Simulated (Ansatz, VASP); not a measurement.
# One calculation of MgS, two programs

```
CELL_PARAMETERS angstrom
0.00000 2.87668 2.87668
2.87668 0.00000 2.87668
2.87668 2.87668 0.00000
ATOMIC_POSITIONS crystal
Mg 0.00000 0.00000 0.00000
S 0.25000 0.25000 0.25000
```

Alike in both runs: task single point; functional PBE; k mesh 6 × 6 × 6; no spin polarisation.

|  | VASP | Ansatz |
| --- | --- | --- |
| version | VASP 6.6.1 | Ansatz 0.2.0 |
| potentials or method | VASP PAW PBE potentials, release 64 (Mg, S) | plane waves, PAW |
| plane-wave cutoff (eV) | 520 | 420 |
| occupations | gaussian, width 0.01 eV | fixed |
| valence electrons in the cell | 8 | 16 |

Ansatz gave:

| Item | Value |
| --- | --- |
| gap on the k mesh at the Fermi level (eV) | 3.23 |
| pressure (GPa) | -1.5 |

Which values does VASP return?

gap on the k mesh at the Fermi level (eV): 3.22; pressure (GPa): -1.7.

VASP's potentials hold 8 valence electrons a cell and Ansatz's 16, so a difference there can come from the potentials and not from the codes.
